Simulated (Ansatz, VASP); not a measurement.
## Zr: VASP beside Ansatz

```
CELL_PARAMETERS angstrom
3.11005 0.00000 0.00000
-1.55503 2.69339 0.00000
0.00000 0.00000 4.93461
ATOMIC_POSITIONS crystal
Zr 0.33333 0.66667 0.25000
Zr 0.66667 0.33333 0.75000
```

Alike in both runs: task single point; functional r2SCAN; k mesh 18 × 18 × 10; occupations fermi-dirac, width 0.05 eV; collinear spin.

```csv
,VASP,Ansatz
version,VASP 6.6.1,Ansatz 0.2.0
potentials or method,"VASP PAW PBE potentials, release 64 (Zr_sv), cutoff 520 eV","plane waves (500 eV) with PAW, scalar-relativistic"
valence electrons in the cell,24,24
```

```tsv
	VASP	Ansatz	Ansatz less VASP
pressure (GPa)	15.0	14.9	-0.03
traceless stress, the component that is largest in VASP (GPa)	0.70	0.72	+0.017
net moment per atom (μB)	0.00	0.00	0.000
```

VASP's potentials were made for PBE, not for r2SCAN. Ansatz's warnings: seeded moment not kept, stability check not made.
